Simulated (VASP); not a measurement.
GaAs, 2 atoms in the cell. The structure is cubic, space group F-43m (No. 216). The conventional cell has a = 5.745 Å, b = 5.745 Å, c = 5.745 Å, α = 90.00°, β = 90.00°, γ = 90.00°. Ga (site symmetry -43m) has 4 As at 2.49 Å within 3.3 Å. Within 3.3 Å of As (site symmetry -43m) lie 4 Ga at 2.49 Å. 

- Program: VASP 6.6.1
- Task: elastic constants
- Functional: PBE
- Potentials or basis: VASP PAW PBE potentials, release 64 (Ga_d, As)
- Cutoff: 600 eV
- k mesh: 12 × 12 × 12
- Occupations: gaussian, width 0.02 eV
- Spin: no spin polarisation
- Dipole correction: no
- Ions in elastic constants: relaxed
- Further INCAR settings: ALGO = Normal; EDIFF = 1e-08; IBRION = 6; POTIM = 0.015; NSW = 1; ISIF = 3

Potentials or basis: VASP PAW PBE potentials, release 64 (Ga_d, As).

Run with:

```sh
$ cat potpaw_PBE.64/Ga_d/POTCAR potpaw_PBE.64/As/POTCAR > POTCAR
$ mpirun -np 1 vasp_std > vasp.out
```

Hardware: 1 thread of AMD EPYC 7R13 Processor (Zen 3) (shared host).

Q: How long does it take, and how much memory?

A: Run time: 29 min on 1 thread of AMD EPYC 7R13 Processor (Zen 3), on a shared host, peak memory 0.68 GiB. Counts: scf iterations 178, k points 72.
